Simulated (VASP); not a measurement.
# KMgF3 (Pm-3m) in VASP: notebook

Runs on KMgF3. Level: PBE. Tasks: single point.

Program: VASP 6.6.1. These are calculated values, not measurements. Logs are shortened: lines on timing, memory, paths and dates and some standing lists are left out, and cuts for length are marked.

### Step 1. The cell of the first run

The structure is cubic, space group Pm-3m (No. 221). Conventional cell: a = 3.901 Å, b = 3.901 Å, c = 3.901 Å, α = 90.00°, β = 90.00°, γ = 90.00°. K (site symmetry m-3m) has 12 F at 2.76 Å and 8 Mg at 3.38 Å within 3.6 Å. Mg (site symmetry m-3m) has 6 F at 1.95 Å within 2.6 Å. Within 2.6 Å of F (site symmetry 4/mmm) lie 2 Mg at 1.95 Å.

### Step 2. Single point, PBE

Input file INCAR:

```
SYSTEM = KMgF3
PREC = Accurate ; ENCUT = 600
EDIFF = 1E-6 ; ISMEAR = 0
SIGMA = 0.01 ; LREAL = .FALSE.
LASPH = .TRUE. ; NELM = 120
ALGO = Normal ; ISIF = 2
LWAVE = .FALSE. ; LCHARG = .TRUE.
GGA = PE ; LELF = .TRUE.
LVHAR = .TRUE. ; NBANDS = 24
GGA_COMPAT = .FALSE.
```

Input file KPOINTS:

```
Automatic mesh
0
G
  3 3 3
  0 0 0
```

Input file POSCAR:

```
KMgF3
1.0
    3.9005397143      0.0000000000      0.0000000000
    0.0000000000      3.9005397143      0.0000000000
    0.0000000000      0.0000000000      3.9005397143
K Mg F
1 1 3
Direct
    0.5000000000      0.5000000000      0.5000000000
    0.0000000000      0.0000000000      0.0000000000
    0.5000000000      0.0000000000      0.0000000000
    0.0000000000      0.0000000000      0.5000000000
    0.0000000000      0.5000000000      0.0000000000
```

Potentials or basis: VASP PAW PBE potentials, release 64 (K_sv, Mg, F).

Run with:

```console
$ cat potpaw_PBE.64/K_sv/POTCAR potpaw_PBE.64/Mg/POTCAR potpaw_PBE.64/F/POTCAR > POTCAR
$ mpirun -np 1 vasp_std > vasp.out
```

OUTCAR:

```text
SYSTEM = KMgF3
   PREC = Accurate
   ENCUT = 600
   EDIFF = 1E-6
   ISMEAR = 0
   LREAL = .FALSE.
   LASPH = .TRUE.
   NELM = 120
   ISIF = 2
   GGA = PE

 ion  position               nearest neighbor table
   1  0.500  0.500  0.500-   3 2.76   4 2.76   5 2.76   3 2.76   5 2.76   3 2.76   4 2.76   3 2.76
                             4 2.76   5 2.76   5 2.76   4 2.76   2 3.38   2 3.38   2 3.38   2 3.38
   2  0.000  0.000  0.000-   3 1.95   4 1.95   5 1.95   4 1.95   5 1.95   3 1.95   1 3.38   1 3.38
                             1 3.38   1 3.38   1 3.38   1 3.38   1 3.38   1 3.38
   3  0.500  0.000  0.000-   2 1.95   2 1.95   1 2.76   1 2.76   1 2.76   1 2.76
   4  0.000  0.000  0.500-   2 1.95   2 1.95   1 2.76   1 2.76   1 2.76   1 2.76
   5  0.000  0.500  0.000-   2 1.95   2 1.95   1 2.76   1 2.76   1 2.76   1 2.76

  LATTYP: Found a simple cubic cell.
 ALAT       =     3.9005397143

  Lattice vectors:

 A1 = (   3.9005397143,   0.0000000000,   0.0000000000)
 A2 = (   0.0000000000,   3.9005397143,   0.0000000000)
 A3 = (   0.0000000000,   0.0000000000,   3.9005397143)

Analysis of symmetry for initial positions (statically):
=====================================================================
 Subroutine PRICEL returns:
 Original cell was already a primitive cell.

 Routine SETGRP: Setting up the symmetry group for a
 simple cubic supercell.

 Subroutine GETGRP returns: Found 48 space group operations
 (whereof 48 operations were pure point group operations)
 out of a pool of 48 trial point group operations.

The static configuration has the point symmetry O_h .

Analysis of symmetry for dynamics (positions and initial velocities):
=====================================================================
 Subroutine PRICEL returns:
 Original cell was already a primitive cell.

 Routine SETGRP: Setting up the symmetry group for a
 simple cubic supercell.

 Subroutine GETGRP returns: Found 48 space group operations
 (whereof 48 operations were pure point group operations)
 out of a pool of 48 trial point group operations.

The dynamic configuration has the point symmetry O_h .

 Subroutine INISYM returns: Found 48 space group operations
 (whereof 48 operations are pure point group operations),
 and found     1 'primitive' translations

----------------------------------------------------------------------------------------

                                     Primitive cell

  volume of cell :      59.3436

  direct lattice vectors                    reciprocal lattice vectors
     3.900539714  0.000000000  0.000000000     0.256374777  0.000000000  0.000000000
     0.000000000  3.900539714  0.000000000     0.000000000  0.256374777  0.000000000
     0.000000000  0.000000000  3.900539714     0.000000000  0.000000000  0.256374777

  length of vectors
     3.900539714  3.900539714  3.900539714     0.256374777  0.256374777  0.256374777

  position of ions in fractional coordinates (direct lattice)
     0.500000000  0.500000000  0.500000000
     0.000000000  0.000000000  0.000000000
     0.500000000  0.000000000  0.000000000
     0.000000000  0.000000000  0.500000000
     0.000000000  0.500000000  0.000000000

  ion indices of the primitive-cell ions
   primitive index   ion index
                 1           1
                 2           2
                 3           3
                 4           4
                 5           5

----------------------------------------------------------------------------------------

 KPOINTS: Automatic mesh

Automatic generation of k-mesh.
 Grid dimensions read from file:
 generate k-points for:    3    3    3

 Generating k-lattice:

  Cartesian coordinates                     Fractional coordinates (reciprocal lattice)
     0.085458259  0.000000000  0.000000000     0.333333333  0.000000000  0.000000000
     0.000000000  0.085458259  0.000000000     0.000000000  0.333333333  0.000000000
     0.000000000  0.000000000  0.085458259     0.000000000  0.000000000  0.333333333

  Length of vectors
     0.085458259  0.085458259  0.085458259

  Shift w.r.t. Gamma in fractional coordinates (k-lattice)
     0.000000000  0.000000000  0.000000000

 Subroutine IBZKPT returns following result:
 ===========================================

 Found      4 irreducible k-points:

 Following reciprocal coordinates:
            Coordinates               Weight
  0.000000  0.000000  0.000000      1.000000
  0.333333  0.000000  0.000000      6.000000
  0.333333  0.333333  0.000000     12.000000
  0.333333  0.333333  0.333333      8.000000
   k-points           NKPTS =      4   k-points in BZ     NKDIM =      4   number of bands    NBANDS=     24
   number of dos      NEDOS =    301   number of ions     NIONS =      5
   total plane-waves  NPLWV =  32768
   dimension x,y,z NGX =    32 NGY =   32 NGZ =   32
   dimension x,y,z NGXF=    64 NGYF=   64 NGZF=   64
   ions per type =               1   1   3
   NGX,Y,Z   is equivalent  to a cutoff of  13.64, 13.64, 13.64 a.u.
   NGXF,Y,Z  is equivalent  to a cutoff of  27.28, 27.28, 27.28 a.u.
 SYSTEM =  KMgF3
   PREC   = accura    normal or accurate (medium, high low for compatibility)
   ISTART =      0    job   : 0-new  1-cont  2-samecut
   ICHARG =      2    charge: 1-file 2-atom 10-const
   ISPIN  =      1    spin polarized calculation?
   LNONCOLLINEAR =      F non collinear calculations
   LSORBIT =      F    spin-orbit coupling
   LASPH  =      T    aspherical Exc in radial PAW
   ENCUT  =  600.0 eV  44.10 Ry    6.64 a.u.   7.79  7.79  7.79*2*pi/ulx,y,z
   NELM   =    120;   NELMIN=  2; NELMDL= -5     # of ELM steps
   EDIFF  = 0.1E-05   stopping-criterion for ELM
   LREAL  =      F    real-space projection
   EDIFFG = 0.1E-04   stopping-criterion for IOM
   NSW    =      0    number of steps for IOM
   IBRION =     -1    ionic relax: 0-MD 1-quasi-New 2-CG
   NFREE  =      0    steps in history (QN), initial steepest desc. (CG)
   ISIF   =      2    stress and relaxation
   ISYM   =      2    0-nonsym 1-usesym 2-fastsym
   POTIM  = 0.5000    time-step for ionic-motion
   TEBEG  =    0.0;   TEEND  =   0.0 temperature during run
   PSTRESS=    0.0 pullay stress
   NELECT =      32.0000    total number of electrons
   NUPDOWN=      -1.0000    fix difference up-down
   EMIN   =  10.00;   EMAX   =-10.00  energy-range for DOS
   EFERMI =   0.00;   METHOD = LEGACY
   ISMEAR =     0;   SIGMA  =   0.01  broadening in eV -4-tet -1-fermi 0-gaus
   EFERMI_NEDOS =   21; number of points for ismear=-14 and -15
   IALGO  =     38    algorithm
   IMIX   =      4    mixing-type and parameters
     AMIX     =   0.40;   BMIX     =  1.00
     AMIX_MAG =   1.60;   BMIX_MAG =  1.00
  volume/ion in A,a.u.               =      11.87        80.09
  Fermi-wavevector in a.u.,A,eV,Ry     =   1.332499  2.518057 24.157861  1.775553
  Thomas-Fermi vector in A             =   2.461429
   LORBIT       =      0    0 simple, 1 ext, 2 COOP (PROOUT), +10 PAW based schemes
   GGA     = PE    functional components
   LHFCALC =     F    Hartree Fock is set to
   AEXX    =    0.0000 exact exchange contribution
   IVDW    =     0    specifies the selected vdW correction
   LEPSILON=     F    determine dielectric tensor
   LRPA    =     F    only Hartree local field effects (RPA)
 non-spin polarized calculation
 Gauss-broadening in eV      SIGMA  =   0.01
  energy-cutoff  :      600.00
  volume of cell :       59.34
 maximum number of plane-waves:      2003
 NGX is ok and might be reduce to    32
   NGX = 15   NGY = 15   NGZ = 15

 number of electron      31.9999954 magnetization

 Free energy of the ion-electron system (eV)
  ---------------------------------------------------
  ext. energy  EPLUGINS =         0.00000000
  ---------------------------------------------------
  free energy    TOTEN  =       -24.25812382 eV

  energy without entropy =      -24.25812382  energy(sigma->0) =      -24.25812382

 E-fermi :  -1.3102     XC(G=0): -10.0111

 val. band max:       -1.4406103383   @ k =   0.3333   0.3333   0.3333
 cond. band min:       6.5581329237   @ k =   0.0000   0.0000   0.0000
 fundamental gap:      7.9987432620
 Fermi energy:        -1.3102347386

 k-point     1 :       0.0000    0.0000    0.0000
  band No.  band energies     occupation
      1     -26.7905      2.00000
      2     -21.5567      2.00000
      3     -20.8145      2.00000
      4     -20.8145      2.00000
      5     -10.2923      2.00000
      6     -10.2923      2.00000
      7     -10.2923      2.00000
      8      -3.8149      2.00000
      9      -3.8149      2.00000
     10      -3.8149      2.00000
     11      -1.9491      2.00000
     12      -1.9491      2.00000
     13      -1.9491      2.00000
     14      -1.5812      2.00000
     15      -1.5812      2.00000
     16      -1.5812      2.00000
     17       6.5581      0.00000
     18       8.9056      0.00000
     19       8.9056      0.00000
     20      11.1400      0.00000
     21      11.1400      0.00000
     22      11.1400      0.00000
     23      13.5449      0.00000
     24      16.4759      0.00000

 k-point     2 :       0.3333    0.0000    0.0000
  band No.  band energies     occupation
      1     -26.7593      2.00000
      2     -21.4497      2.00000
      3     -20.9565      2.00000
      4     -20.8067      2.00000
      5     -10.2629      2.00000
      6     -10.2366      2.00000
      7     -10.2366      2.00000
      8      -3.7251      2.00000
      9      -3.7251      2.00000
     10      -3.6831      2.00000
     11      -2.4513      2.00000
     12      -2.1633      2.00000
     13      -2.1352      2.00000
     14      -2.1352      2.00000
     15      -1.7653      2.00000
     16      -1.7653      2.00000
     17       8.2653      0.00000
     18       9.7327      0.00000
     19       9.8927      0.00000
     20      11.5921      0.00000
     21      11.6841      0.00000
     22      11.6841      0.00000
     23      13.3775      0.00000
     24      15.8334      0.00000

 k-point     3 :       0.3333    0.3333    0.0000
  band No.  band energies     occupation
      1     -26.7353      2.00000
      2     -21.3069      2.00000
      3     -20.9922      2.00000
      4     -20.9007      2.00000
      5     -10.3506      2.00000
      6     -10.2850      2.00000
      7     -10.1878      2.00000
      8      -4.3292      2.00000
      9      -3.4942      2.00000
     10      -3.2648      2.00000
     11      -2.8790      2.00000
     12      -2.3049      2.00000
     13      -2.2647      2.00000
     14      -2.0915      2.00000
     15      -1.9797      2.00000
     16      -1.4789      2.00000
     17       9.4098      0.00000
     18      10.2807      0.00000
     19      11.0304      0.00000
     20      11.4744      0.00000
     21      11.6996      0.00000
     22      11.9140      0.00000
     23      13.7784      0.00000
     24      14.1462      0.00000

 k-point     4 :       0.3333    0.3333    0.3333
  band No.  band energies     occupation
      1     -26.7175      2.00000
      2     -21.1915      2.00000
      3     -20.9750      2.00000
      4     -20.9750      2.00000
      5     -10.4255      2.00000
      6     -10.4255      2.00000
      7     -10.3157      2.00000
      8      -4.9253      2.00000
      9      -3.1452      2.00000
     10      -2.9204      2.00000
     11      -2.9204      2.00000
     12      -2.6616      2.00000
     13      -2.6616      2.00000
     14      -1.5311      2.00000
     15      -1.5311      2.00000
     16      -1.4406      2.00000
     17       9.5501      0.00000
     18      10.2371      0.00000
     19      10.2371      0.00000
     20      11.9068      0.00000
     21      11.9068      0.00000
     22      12.3737      0.00000
     23      14.3602      0.00000
     24      15.2058      0.00000

------------------------ aborting loop because EDIFF is reached ----------------------------------------

  FORCE on cell =-STRESS in cart. coord.  units (eV):
  Direction    XX          YY          ZZ          XY          YZ          ZX
  --------------------------------------------------------------------------------------
  -------------------------------------------------------------------------------------
  Total        3.4750707      3.4750707      3.4750707      0.0000000     -0.0000000      0.0000000
  in kB       93.8210113     93.8210113     93.8210113      0.0000000     -0.0000000      0.0000000
  external PRESSURE =      93.8210113 kB  Pullay stress =       0.0000000 kB

 VOLUME and BASIS-vectors are now :
 -----------------------------------------------------------------------------
  energy-cutoff  :      600.00
  volume of cell :       59.34
      direct lattice vectors                 reciprocal lattice vectors
     3.900539714  0.000000000  0.000000000     0.256374777  0.000000000  0.000000000
     0.000000000  3.900539714  0.000000000     0.000000000  0.256374777  0.000000000
     0.000000000  0.000000000  3.900539714     0.000000000  0.000000000  0.256374777

 POSITION                                       TOTAL-FORCE (eV/Angst)
 -----------------------------------------------------------------------------------
      1.95027      1.95027      1.95027         0.000000      0.000000      0.000000
      0.00000      0.00000      0.00000         0.000000      0.000000      0.000000
      1.95027      0.00000      0.00000         0.000000      0.000000      0.000000
      0.00000      0.00000      1.95027         0.000000      0.000000      0.000000
      0.00000      1.95027      0.00000         0.000000      0.000000      0.000000
 -----------------------------------------------------------------------------------
    total drift:                                0.000000      0.000000     -0.000000

  FREE ENERGIE OF THE ION-ELECTRON SYSTEM (eV)
  ---------------------------------------------------
  free  energy   TOTEN  =       -24.2581238238 eV

  energy  without entropy=      -24.2581238238  energy(sigma->0) =      -24.25812382
```

Wall time 11 s (1 thread of Intel Xeon Platinum 8488C (Sapphire Rapids), shared host); peak memory 0.17 GiB.

Results:

```
Free energy            : -24.2581 eV
Pressure               : 9.4 GPa
Band gap on the k mesh : 8.00 eV, indirect (least direct gap 8.14 eV)
```

Levels at points of the mesh, in eV from the valence-band top:
```
           k point  band 14  band 15  band 16  band 17  band 18  band 19
(0.00, 0.00, 0.00)    -0.14    -0.14    -0.14     8.00    10.35    10.35
```

Caveat: the k points lie up to 0.54 Å⁻¹ apart.

### Step 3. Single point, PBE

This run uses another cell than the first one, of 13.33 Å³/atom, 1.123 times its volume.

Input file INCAR:

```
PREC = Accurate
ENCUT = 600
EDIFF = 1E-6
ISMEAR = 0
SIGMA = 0.01
LREAL = F
LASPH = T
NELM = 120
ALGO = Normal
ISIF = 2
LWAVE = F
LCHARG = F
GGA = PE
NBANDS = 24
GGA_COMPAT = F
```

Input file KPOINTS:

```
regular mesh
0
Gamma
  3 3 3
```

POSCAR: that of step 2 with these lines changed.

```diff
@@ -2,5 +2,5 @@
 1.0
-    3.9005397143      0.0000000000      0.0000000000
-    0.0000000000      3.9005397143      0.0000000000
-    0.0000000000      0.0000000000      3.9005397143
+    4.0546922017      0.0000000000      0.0000000000
+    0.0000000000      4.0546922017      0.0000000000
+    0.0000000000      0.0000000000      4.0546922017
 K Mg F
```

Potentials or basis: VASP PAW PBE potentials, release 64 (K_sv, Mg, F).

Run with:

```console
$ cat potpaw_PBE.64/K_sv/POTCAR potpaw_PBE.64/Mg/POTCAR potpaw_PBE.64/F/POTCAR > POTCAR
$ mpirun -np 1 vasp_std > vasp.out
```

Wall time 11 s (1 thread of Intel Xeon Platinum 8488C (Sapphire Rapids), shared host); peak memory 0.17 GiB.

The run converged. Its results:

- Free energy: -24.4573 eV
- Pressure: -0.6 GPa
- Band gap on the k mesh: 7.08 eV, indirect (least direct gap 7.25 eV)

Levels at points of the mesh, in eV from the valence-band top:
```tsv
k point	band 13	band 14	band 15	band 16	band 17	band 18	band 19	band 20
(0.00, 0.00, 0.00)	-0.43	-0.17	-0.17	-0.17	7.08	10.16	10.16	12.25
```

Caveat: the k points lie up to 0.52 Å⁻¹ apart.
